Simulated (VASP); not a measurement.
SiTeS:

```
Si Te S
1.0
     3.13006    0.00000    0.00000
     0.00000    3.13006    0.00000
     0.00000    0.00000    8.01291
Si Te S
1 1 1
Direct
  0.00000 0.00000 0.69736
  0.50000 0.50000 0.04583
  0.50000 0.50000 0.56690
```

The cell was generated, and may not be a known phase.

```yaml
Program: VASP 6.6.1
Task: relaxation of cell and atoms
Functional: PBE
Potentials_or_basis: VASP PAW PBE potentials, release 64 (Si, Te, S)
Cutoff: 600 eV
k_mesh: 14 × 14 × 6
Occupations: gaussian, width 0.1 eV
Spin: no spin polarisation
```

At the start: pressure -0.5 GPa; volume 26.17 Å³/atom.

Where does the relaxation end?

Over 32 steps the energy falls by 3.2 meV/atom and the volume is 26.13 Å³/atom (-0.2 %); space group P4mm (No. 99, to 0.1 Å) before and after.

The path:
```
step  energy change (eV)  largest force (eV/Å)  pressure (GPa)  volume (Å³)
   1              0.0000                0.0858           -0.48        78.50
   2             -0.0029                0.0669            0.25        77.62
   3             -0.0030                0.0664            0.21        77.68
   4             -0.0039                0.0598            0.17        77.90
   5             -0.0057                0.0740            0.07        78.57
   6             -0.0059                0.1522           -0.12        79.90
   7             -0.0063                0.1173           -0.04        79.33
   8             -0.0072                0.0699            0.01        79.52
   9             -0.0077                0.0231            0.08        79.79
  10             -0.0077                0.0278            0.09        79.83
  11             -0.0078                0.0175           -0.07        80.11
  12             -0.0078                0.0192           -0.05        80.06
  13             -0.0079                0.0181           -0.05        80.04
  14             -0.0081                0.0173           -0.08        79.95
  15             -0.0084                0.0178           -0.10        79.79
  16             -0.0090                0.0406           -0.16        79.47
  17             -0.0089                0.0903           -0.26        78.83
  18             -0.0091                0.0626           -0.21        79.16
  19             -0.0092                0.0601           -0.21        79.12
  20             -0.0093                0.0531           -0.17        79.00
  21             -0.0095                0.0390           -0.09        78.78
  22             -0.0096                0.0120            0.07        78.32
  23             -0.0096                0.0187            0.05        78.43
  24             -0.0096                0.0275           -0.01        78.59
  25             -0.0096                0.0221            0.01        78.50
  26             -0.0096                0.0201            0.02        78.47
  27             -0.0096                0.0192            0.02        78.45
  28             -0.0096                0.0149            0.03        78.44
  29             -0.0097                0.0033            0.01        78.40
  30             -0.0097                0.0268           -0.03        78.32
  31             -0.0097                0.0171            0.00        78.35
  32             -0.0097                0.0085            0.01        78.38
```

Final structure:
```
Si Te S
1.0
     3.09880    0.00000    0.00000
     0.00000    3.09880    0.00000
     0.00000    0.00000    8.16191
Si Te S
1 1 1
Direct
  0.00000 0.00000 0.68786
  0.50000 0.50000 0.06335
  0.50000 0.50000 0.55888
```

Caveat: this functional lacks dispersion, which binds layers or chains, so the pressure and a relaxed spacing across them are unreliable.
